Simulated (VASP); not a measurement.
# Sc (P6_3/mmc) in VASP: further runs

Sc is run at these levels: PBE; tasks: single point.

All numbers are computed with VASP 6.6.1; they aren't measurements. Logs are shortened: lines on timing, memory, paths and dates and some standing lists are left out, and cuts for length are marked.

**1. The cell of the first run**

The structure is hexagonal, space group P6_3/mmc (No. 194). Conventional cell: a = 3.264 Å, b = 3.264 Å, c = 5.163 Å, α = 90.00°, β = 90.00°, γ = 120.00°. Within 4.2 Å of Sc (site symmetry -6m2) lie 12 Sc at 3.20 to 3.26 Å.

**2. Single point, PBE**

Input file INCAR:

```
PREC = Accurate ; ENCUT = 520
EDIFF = 1E-6 ; ISMEAR = 0
SIGMA = 0.15 ; LREAL = F
LASPH = T ; NELM = 100
ALGO = Fast ; ISIF = 2
LWAVE = F ; LCHARG = F
GGA = PE ; NBANDS = 18
```

Input file KPOINTS:

```
Automatic mesh
0
Gamma
  15 15 10
```

Input file POSCAR:

```
Sc
1.0
    3.2642000000      0.0000000000      0.0000000000
   -1.6321000000      2.8268801230      0.0000000000
    0.0000000000      0.0000000000      5.1626334843
Sc
2
Direct
    0.3333333333      0.6666666667      0.2500000000
    0.6666666667      0.3333333333      0.7500000000
```

Potentials or basis: VASP PAW PBE potentials, release 64 (Sc_sv).

Run with:

```console
$ cat potpaw_PBE.64/Sc_sv/POTCAR > POTCAR
$ mpirun -np 1 vasp_std > vasp.out
```

OUTCAR:

```text
PREC = Accurate
   ENCUT = 520
   EDIFF = 1E-6
   ISMEAR = 0
   LREAL = F
   LASPH = T
   NELM = 100
   ISIF = 2
   GGA = PE

 ion  position               nearest neighbor table
   1  0.333  0.667  0.250-   2 3.20   2 3.20   2 3.20   2 3.20   2 3.20   2 3.20
   2  0.667  0.333  0.750-   1 3.20   1 3.20   1 3.20   1 3.20   1 3.20   1 3.20

  LATTYP: Found a hexagonal cell.
 ALAT       =     3.2642000000
 C/A-ratio  =     1.5815922689

  Lattice vectors:

 A1 = (   3.2642000000,   0.0000000000,   0.0000000000)
 A2 = (  -1.6321000000,   2.8268801230,   0.0000000000)
 A3 = (   0.0000000000,   0.0000000000,   5.1626334843)

Analysis of symmetry for initial positions (statically):
=====================================================================
 Subroutine PRICEL returns:
 Original cell was already a primitive cell.

 Routine SETGRP: Setting up the symmetry group for a
 hexagonal supercell.

 Subroutine GETGRP returns: Found 24 space group operations
 (whereof 12 operations were pure point group operations)
 out of a pool of 24 trial point group operations.

The static configuration has the point symmetry D_3d.
 The point group associated with its full space group is D_6h.

Analysis of symmetry for dynamics (positions and initial velocities):
=====================================================================
 Subroutine PRICEL returns:
 Original cell was already a primitive cell.

 Routine SETGRP: Setting up the symmetry group for a
 hexagonal supercell.

 Subroutine GETGRP returns: Found 24 space group operations
 (whereof 12 operations were pure point group operations)
 out of a pool of 24 trial point group operations.

The dynamic configuration has the point symmetry D_3d.
 The point group associated with its full space group is D_6h.

 Subroutine INISYM returns: Found 24 space group operations
 (whereof 12 operations are pure point group operations),
 and found     1 'primitive' translations

----------------------------------------------------------------------------------------

                                     Primitive cell

  volume of cell :      47.6382

  direct lattice vectors                    reciprocal lattice vectors
     3.264200000  0.000000000  0.000000000     0.306353777  0.176873436  0.000000000
    -1.632100000  2.826880123  0.000000000     0.000000000  0.353746872  0.000000000
     0.000000000  0.000000000  5.162633484     0.000000000  0.000000000  0.193699592

  length of vectors
[... 82 lines left out ...]
   EDIFF  = 0.1E-05   stopping-criterion for ELM
   LREAL  =      F    real-space projection
   EDIFFG = 0.1E-04   stopping-criterion for IOM
   NSW    =      0    number of steps for IOM
   IBRION =     -1    ionic relax: 0-MD 1-quasi-New 2-CG
   NFREE  =      0    steps in history (QN), initial steepest desc. (CG)
   ISIF   =      2    stress and relaxation
   ISYM   =      2    0-nonsym 1-usesym 2-fastsym
   POTIM  = 0.5000    time-step for ionic-motion
   TEBEG  =    0.0;   TEEND  =   0.0 temperature during run
   PSTRESS=    0.0 pullay stress
   NELECT =      22.0000    total number of electrons
   NUPDOWN=      -1.0000    fix difference up-down
   EMIN   =  10.00;   EMAX   =-10.00  energy-range for DOS
   EFERMI =   0.00;   METHOD = LEGACY
   ISMEAR =     0;   SIGMA  =   0.15  broadening in eV -4-tet -1-fermi 0-gaus
   EFERMI_NEDOS =   21; number of points for ismear=-14 and -15
   IALGO  =     68    algorithm
   IMIX   =      4    mixing-type and parameters
     AMIX     =   0.40;   BMIX     =  1.00
     AMIX_MAG =   1.60;   BMIX_MAG =  1.00
  volume/ion in A,a.u.               =      23.82       160.74
  Fermi-wavevector in a.u.,A,eV,Ry     =   1.265408  2.391274 21.786430  1.601257
  Thomas-Fermi vector in A             =   2.398663
   LORBIT       =      0    0 simple, 1 ext, 2 COOP (PROOUT), +10 PAW based schemes
   GGA     = PE    functional components
   LHFCALC =     F    Hartree Fock is set to
   AEXX    =    0.0000 exact exchange contribution
   IVDW    =     0    specifies the selected vdW correction
   LEPSILON=     F    determine dielectric tensor
   LRPA    =     F    only Hartree local field effects (RPA)
 non-spin polarized calculation
 RMM-DIIS sequential band-by-band and
 Gauss-broadening in eV      SIGMA  =   0.15
  energy-cutoff  :      520.00
  volume of cell :       47.64
 maximum number of plane-waves:      1306
   NGX = 13   NGY = 13   NGZ = 19

 number of electron      21.9999999 magnetization

 Free energy of the ion-electron system (eV)
  ---------------------------------------------------
  ext. energy  EPLUGINS =         0.00000000
  ---------------------------------------------------
  free energy    TOTEN  =       -12.50788384 eV

  energy without entropy =      -12.46218940  energy(sigma->0) =      -12.48503662

 E-fermi :   3.8855     XC(G=0): -10.0155

 val. band max:        3.8808069751   @ k =   0.4000   0.1333   0.4000
 cond. band min:       3.8882652401   @ k =   0.2667   0.2000   0.3000
 fundamental gap:      0.0074582650
 Fermi energy:         3.8855253522

 k-point     1 :       0.0000    0.0000    0.0000
  band No.  band energies     occupation
      1     -45.4454      2.00000
      2     -45.3679      2.00000
      3     -24.2978      2.00000
      4     -23.9135      2.00000
      5     -23.9135      2.00000
      6     -23.8451      2.00000
[... 481 lines left out ...]
      5     -24.0624      2.00000
      6     -24.0621      2.00000
[... 10 lines left out ...]
     17       7.8085      0.00000
     18       7.9010      0.00000

 [... further k-points ...]

------------------------ aborting loop because EDIFF is reached ----------------------------------------

  FORCE on cell =-STRESS in cart. coord.  units (eV):
  Direction    XX          YY          ZZ          XY          YZ          ZX
  --------------------------------------------------------------------------------------
  -------------------------------------------------------------------------------------
  Total        0.7501992      0.7501992      0.3530833      0.0000000      0.0000000      0.0000000
  in kB       25.2308405     25.2308405     11.8749637      0.0000000      0.0000000      0.0000000
  external PRESSURE =      20.7788816 kB  Pullay stress =       0.0000000 kB

 VOLUME and BASIS-vectors are now :
 -----------------------------------------------------------------------------
  energy-cutoff  :      520.00
  volume of cell :       47.64
      direct lattice vectors                 reciprocal lattice vectors
     3.264200000  0.000000000  0.000000000     0.306353777  0.176873436  0.000000000
    -1.632100000  2.826880123  0.000000000     0.000000000  0.353746872  0.000000000
     0.000000000  0.000000000  5.162633484     0.000000000  0.000000000  0.193699592

 POSITION                                       TOTAL-FORCE (eV/Angst)
 -----------------------------------------------------------------------------------
     -0.00000      1.88459      1.29066         0.000000     -0.000000      0.000000
      1.63210      0.94229      3.87198        -0.000000      0.000000      0.000000
 -----------------------------------------------------------------------------------
    total drift:                               -0.000000      0.000000     -0.000000

  FREE ENERGIE OF THE ION-ELECTRON SYSTEM (eV)
  ---------------------------------------------------
  free  energy   TOTEN  =       -12.5078838400 eV

  energy  without entropy=      -12.4621893982  energy(sigma->0) =      -12.48503662
```

Wall time 3 min (1 thread of Intel Xeon 8259CL, shared host); peak memory 0.24 GiB.

Results:

- Free energy: -12.5079 eV
- Pressure: 2.1 GPa
- Band gap on the k mesh: zero (band 11 reaches 4.83 eV, above the bottom of band 12 at 3.36 eV)

**3. Single point, PBE**

This run uses another cell than the first one, of 23.98 Å³/atom, 1.007 times its volume.

Input file INCAR:

```
SYSTEM = Sc
ALGO = Fast ; EDIFF = 1E-6
ENCUT = 520 ; GGA = PE
ISIF = 2 ; ISMEAR = 0
LASPH = .TRUE. ; LCHARG = .FALSE.
LREAL = .FALSE. ; LWAVE = .FALSE.
NBANDS = 18 ; NELM = 100
PREC = Accurate ; SIGMA = 0.15
```

Input file KPOINTS:

```
k-points
0
G
  15 15 10
  0 0 0
```

Input file POSCAR:

```
Sc
1.0
    3.3195022292      0.0000000000      0.0000000000
   -1.6597511146      2.8747732584      0.0000000000
    0.0000000000      0.0000000000      5.0250000000
Sc
2
Direct
    0.3333333333      0.6666666667      0.2500000000
    0.6666666667      0.3333333333      0.7500000000
```

Potentials or basis: VASP PAW PBE potentials, release 64 (Sc_sv).

Run with:

```console
$ cat potpaw_PBE.64/Sc_sv/POTCAR > POTCAR
$ mpirun -np 1 vasp_std > vasp.out
```

OUTCAR:

```text
SYSTEM = Sc
   EDIFF = 1E-6
   ENCUT = 520
   GGA = PE
   ISIF = 2
   ISMEAR = 0
   LASPH = .TRUE.
   LREAL = .FALSE.
   NELM = 100
   PREC = Accurate

 ion  position               nearest neighbor table
   1  0.333  0.667  0.250-   2 3.16   2 3.16   2 3.16   2 3.16   2 3.16   2 3.16
   2  0.667  0.333  0.750-   1 3.16   1 3.16   1 3.16   1 3.16   1 3.16   1 3.16

  LATTYP: Found a hexagonal cell.
 ALAT       =     3.3195022292
 C/A-ratio  =     1.5137811795

  Lattice vectors:

 A1 = (   3.3195022292,   0.0000000000,   0.0000000000)
 A2 = (  -1.6597511146,   2.8747732584,   0.0000000000)
 A3 = (   0.0000000000,   0.0000000000,   5.0250000000)

Analysis of symmetry for initial positions (statically):
=====================================================================
 Subroutine PRICEL returns:
 Original cell was already a primitive cell.

 Routine SETGRP: Setting up the symmetry group for a
 hexagonal supercell.

 Subroutine GETGRP returns: Found 24 space group operations
 (whereof 12 operations were pure point group operations)
 out of a pool of 24 trial point group operations.

The static configuration has the point symmetry D_3d.
 The point group associated with its full space group is D_6h.
[... 163 lines left out ...]

 E-fermi :   3.8321     XC(G=0):  -9.9868

 val. band max:        3.8301954894   @ k =   0.4667   0.0667   0.4000
 cond. band min:       3.8342954677   @ k =   0.3333   0.0667   0.4000
 fundamental gap:      0.0040999783
 Fermi energy:         3.8320672140

 k-point     1 :       0.0000    0.0000    0.0000
  band No.  band energies     occupation
      1     -45.5080      2.00000
      2     -45.4194      2.00000
      3     -24.3774      2.00000
      4     -23.9997      2.00000
      5     -23.9997      2.00000
      6     -23.9159      2.00000
[... 481 lines left out ...]
      5     -24.1383      2.00000
      6     -24.1264      2.00000
[... 10 lines left out ...]
     17       7.7661      0.00000
     18       8.1071      0.00000

 [... further k-points ...]

------------------------ aborting loop because EDIFF is reached ----------------------------------------

  FORCE on cell =-STRESS in cart. coord.  units (eV):
  Direction    XX          YY          ZZ          XY          YZ          ZX
  --------------------------------------------------------------------------------------
  -------------------------------------------------------------------------------------
  Total        0.2607003      0.2607003      0.9090941     -0.0000000      0.0000000     -0.0000000
  in kB        8.7104272      8.7104272     30.3743371     -0.0000000      0.0000000     -0.0000000
  external PRESSURE =      15.9317305 kB  Pullay stress =       0.0000000 kB

 VOLUME and BASIS-vectors are now :
 -----------------------------------------------------------------------------
  energy-cutoff  :      520.00
  volume of cell :       47.95
      direct lattice vectors                 reciprocal lattice vectors
     3.319502229  0.000000000  0.000000000     0.301249986  0.173926760  0.000000000
    -1.659751115  2.874773258  0.000000000     0.000000000  0.347853521  0.000000000
     0.000000000  0.000000000  5.025000000     0.000000000  0.000000000  0.199004975

 POSITION                                       TOTAL-FORCE (eV/Angst)
 -----------------------------------------------------------------------------------
     -0.00000      1.91652      1.25625        -0.000000      0.000000      0.000000
      1.65975      0.95826      3.76875         0.000000     -0.000000      0.000000
 -----------------------------------------------------------------------------------
    total drift:                               -0.000000      0.000000     -0.000000

  FREE ENERGIE OF THE ION-ELECTRON SYSTEM (eV)
  ---------------------------------------------------
  free  energy   TOTEN  =       -12.5079578005 eV

  energy  without entropy=      -12.4650629963  energy(sigma->0) =      -12.48651040
```

Run time: 5.3 min. Hardware: 1 thread of Intel Xeon 8259CL, shared host; peak memory 0.25 GiB.

What came out:

```yaml
Free_energy: -12.5080 eV
Pressure: 1.6 GPa
Band_gap_on_the_k_mesh: zero (band 11 reaches 4.94 eV, above the bottom of band 12 at 3.28 eV)
```

**4. Single point, PBE**

This run uses another cell than the first one, of 24.01 Å³/atom, 1.008 times its volume.

Input file INCAR:

```
ALGO = Fast
EDIFF = 1E-6
ENCUT = 520
GGA = PE
ISIF = 2
ISMEAR = 0
LASPH = True
LCHARG = True
LELF = True
LREAL = False
LVHAR = True
LWAVE = False
NBANDS = 18
NELM = 60
PREC = Accurate
SIGMA = 0.15
```

Input file KPOINTS:

```
k-points
0
Gamma
  15 15 10
```

Input file POSCAR:

```
Sc
1.0
    3.1535000000      0.0000000000      0.0000000000
   -1.5767500000      2.7310111108      0.0000000000
    0.0000000000      0.0000000000      5.5756000000
Sc
2
Direct
    0.3333333333      0.6666666667      0.2500000000
    0.6666666667      0.3333333333      0.7500000000
```

Potentials or basis: VASP PAW PBE potentials, release 64 (Sc_sv).

Run with:

```console
$ cat potpaw_PBE.64/Sc_sv/POTCAR > POTCAR
$ mpirun -np 1 vasp_std > vasp.out
```

OUTCAR:

```text
EDIFF = 1E-6
   ENCUT = 520
   GGA = PE
   ISIF = 2
   ISMEAR = 0
   LASPH = True
   LREAL = False
   NELM = 60
   PREC = Accurate

 ion  position               nearest neighbor table
   1  0.333  0.667  0.250-   2 3.33   2 3.33   2 3.33   2 3.33   2 3.33   2 3.33
   2  0.667  0.333  0.750-   1 3.33   1 3.33   1 3.33   1 3.33   1 3.33   1 3.33

  LATTYP: Found a hexagonal cell.
 ALAT       =     3.1535000000
 C/A-ratio  =     1.7680672269

  Lattice vectors:

 A1 = (   3.1535000000,   0.0000000000,   0.0000000000)
 A2 = (  -1.5767500000,   2.7310111108,   0.0000000000)
 A3 = (   0.0000000000,   0.0000000000,   5.5756000000)

Analysis of symmetry for initial positions (statically):
=====================================================================
 Subroutine PRICEL returns:
 Original cell was already a primitive cell.

 Routine SETGRP: Setting up the symmetry group for a
 hexagonal supercell.

 Subroutine GETGRP returns: Found 24 space group operations
 (whereof 12 operations were pure point group operations)
 out of a pool of 24 trial point group operations.

The static configuration has the point symmetry D_3d.
[... 164 lines left out ...]

 E-fermi :   3.8615     XC(G=0):  -9.9808

 val. band max:        3.8611806078   @ k =   0.2000   0.2000   0.0000
 cond. band min:       3.8644828594   @ k =   0.4000   0.0667   0.3000
 fundamental gap:      0.0033022516
 Fermi energy:         3.8615056304

 k-point     1 :       0.0000    0.0000    0.0000
  band No.  band energies     occupation
      1     -45.5140      2.00000
      2     -45.4671      2.00000
      3     -24.2933      2.00000
      4     -23.9432      2.00000
      5     -23.9259      2.00000
      6     -23.9259      2.00000
[... 481 lines left out ...]
      5     -24.1242      2.00000
      6     -24.0850      2.00000
[... 10 lines left out ...]
     17       7.3742      0.00000
     18       7.6154      0.00000

 [... further k-points ...]

------------------------ aborting loop because EDIFF is reached ----------------------------------------

  FORCE on cell =-STRESS in cart. coord.  units (eV):
  Direction    XX          YY          ZZ          XY          YZ          ZX
  --------------------------------------------------------------------------------------
  -------------------------------------------------------------------------------------
  Total        1.5076871      1.5076871     -1.2251319      0.0000000      0.0000000      0.0000000
  in kB       50.3053170     50.3053170    -40.8776132      0.0000000      0.0000000      0.0000000
  external PRESSURE =      19.9110069 kB  Pullay stress =       0.0000000 kB

 VOLUME and BASIS-vectors are now :
 -----------------------------------------------------------------------------
  energy-cutoff  :      520.00
  volume of cell :       48.02
      direct lattice vectors                 reciprocal lattice vectors
     3.153500000  0.000000000  0.000000000     0.317107975  0.183082375  0.000000000
    -1.576750000  2.731011111  0.000000000     0.000000000  0.366164750  0.000000000
     0.000000000  0.000000000  5.575600000     0.000000000  0.000000000  0.179352895

 POSITION                                       TOTAL-FORCE (eV/Angst)
 -----------------------------------------------------------------------------------
     -0.00000      1.82067      1.39390         0.000000     -0.000000      0.000000
      1.57675      0.91034      4.18170        -0.000000      0.000000      0.000000
 -----------------------------------------------------------------------------------
    total drift:                               -0.000000      0.000000     -0.000000

  FREE ENERGIE OF THE ION-ELECTRON SYSTEM (eV)
  ---------------------------------------------------
  free  energy   TOTEN  =       -12.3959556396 eV

  energy  without entropy=      -12.3428868791  energy(sigma->0) =      -12.36942126
```

stdout:

```text
POSCAR found type information on POSCAR Sc
 POSCAR found :  1 types and       2 ions
 scaLAPACK will be used
 LDA part: xc-table for (Slater+PW92), standard interpolation
 POSCAR, INCAR and KPOINTS ok, starting setup
 FFT: planning ... GRIDC
 FFT: planning ... GRID_SOFT
 FFT: planning ... GRID
 WAVECAR not read
 entering main loop
```

Wall time 3.7 min (1 thread of Intel Xeon 8259CL, shared host); peak memory 0.24 GiB.

Results:

| Quantity | Value |
| --- | --- |
| Free energy | -12.3960 eV |
| Pressure | 2.0 GPa |
| Band gap on the k mesh | zero (band 11 reaches 4.36 eV, above the bottom of band 12 at 3.47 eV) |

Stress tensor (GPa, compression positive):
```
 5.03  0.00  0.00
 0.00  5.03  0.00
 0.00  0.00 -4.09
```

**5. The runs side by side**

```tsv
cell	gap on the mesh (eV)	pressure (GPa)
a = 3.264, b = 3.264, c = 5.163 Å, angles 90.0, 90.0, 120.0°, 2 atoms	none	2.1
a = 3.320, b = 3.320, c = 5.025 Å, angles 90.0, 90.0, 120.0°, 2 atoms	none	1.6
a = 3.154, b = 3.153, c = 5.576 Å, angles 90.0, 90.0, 120.0°, 2 atoms	none	2.0
```

Alike in all rows: task single point; level PBE; potentials or basis VASP PAW PBE potentials, release 64 (Sc_sv); no spin polarisation; k mesh 15 × 15 × 10; cutoff (eV) 520; smearing gaussian 0.15 eV.

Total energies depend on the potentials used, so only differences within one code and one set of settings carry meaning.
